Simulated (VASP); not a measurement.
## Mo: single point with PBE+D3(BJ)

Crystal: Mo.

```
CELL_PARAMETERS angstrom
2.53841 0.00000 0.00000
0.00000 2.53841 0.00000
0.00000 0.00000 2.53841
ATOMIC_POSITIONS crystal
Mo 0.00000 0.00000 0.00000
```

This isn't the form of Mo at room conditions, which is bcc.

* Program: VASP 6.6.1
* Task: single point
* Functional: PBE
* Dispersion: D3(BJ)
* Potentials or basis: VASP PAW PBE potentials, release 64 (Mo_sv)
* Cutoff: 520 eV
* k mesh: 10 × 10 × 10
* Occupations: gaussian, width 0.1 eV
* Spin: no spin polarisation

```json
{"Pressure": "10.7 GPa", "Band gap on the k mesh": "zero (bands 7 and 8 overlap by 2.56 eV)", "Dispersion energy per atom": "-0.683 eV"}
```

Levels at points of the mesh, in eV from the Fermi level:
```csv
k point,band 3,band 4,band 5,band 6,band 7,band 8,band 9,band 10,band 11,band 12
"(0.00, 0.00, 0.00)",-34.26,-34.26,-6.76,-4.58,-4.58,4.21,4.21,4.21,16.06,16.06
"(0.50, 0.00, 0.00)",-34.09,-34.09,-3.64,-3.60,0.10,0.62,0.62,4.58,9.98,14.36
"(0.50, 0.50, 0.00)",-35.80,-33.92,-5.91,-2.40,1.36,1.36,6.15,6.15,6.69,14.83
"(0.50, 0.50, 0.50)",-35.56,-35.56,-4.17,-4.17,-4.17,6.94,6.94,7.50,13.80,13.80
```

Run time: 6.6 s on 1 thread of Intel(R) Xeon(R) Platinum 8259CL CPU @ 2.50GHz (Skylake/Cascade Lake), on a shared host, peak memory 0.13 GiB.

Caveat: the cell stands under pressure.
